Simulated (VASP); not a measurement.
Here is a VASP 6.6.1 calculation.

The input INCAR:

```
SYSTEM = PtS2
PREC = Accurate
ENCUT = 520
EDIFF = 1E-7
ISMEAR = 0
SIGMA = 0.05
LREAL = .False.
LASPH = .True.
NELM = 80
ALGO = Normal
ISIF = 2
LWAVE = .False.
LCHARG = .False.
GGA = PE
NBANDS = 18
```

The input KPOINTS:

```
regular mesh
0
Gamma
  12 12 8
  0 0 0
```

The input POSCAR:

```
PtS2
1.0
    3.5431994758      0.0000000000      0.0000000000
   -1.7715997379      3.0685007567      0.0000000000
    0.0000000000      0.0000000000      5.2907400000
Pt S
1 2
Direct
    0.0000000000      0.0000000000      0.0000000000
    0.3333333333      0.6666666667      0.2500000000
    0.6666666667      0.3333333333      0.7500000000
```

Potentials or basis: VASP PAW PBE potentials, release 64 (Pt, S).

The run is started by

```bash
$ cat potpaw_PBE.64/Pt/POTCAR potpaw_PBE.64/S/POTCAR > POTCAR
$ mpirun -np 1 vasp_std > vasp.out
```

Predict the pressure.

-2.9 GPa.

What does it give for the band gap on the k mesh?

0.66 eV, indirect (least direct gap 0.87 eV).

Forces in eV/Å, atoms in the order of the input:
```
Pt   0.000  0.000  0.000
S    0.000  0.000 -1.044
S    0.000  0.000  1.044
```

Caveat: the cell differs from its parent crystal (strain +0.000 along x and y, +0.050 along z); spin-orbit coupling is left out, which moves the levels of the heavy elements; forces of over 1 eV/Å act on the atoms, so gaps and moduli don't describe the material at rest. A k mesh can miss the band edges.
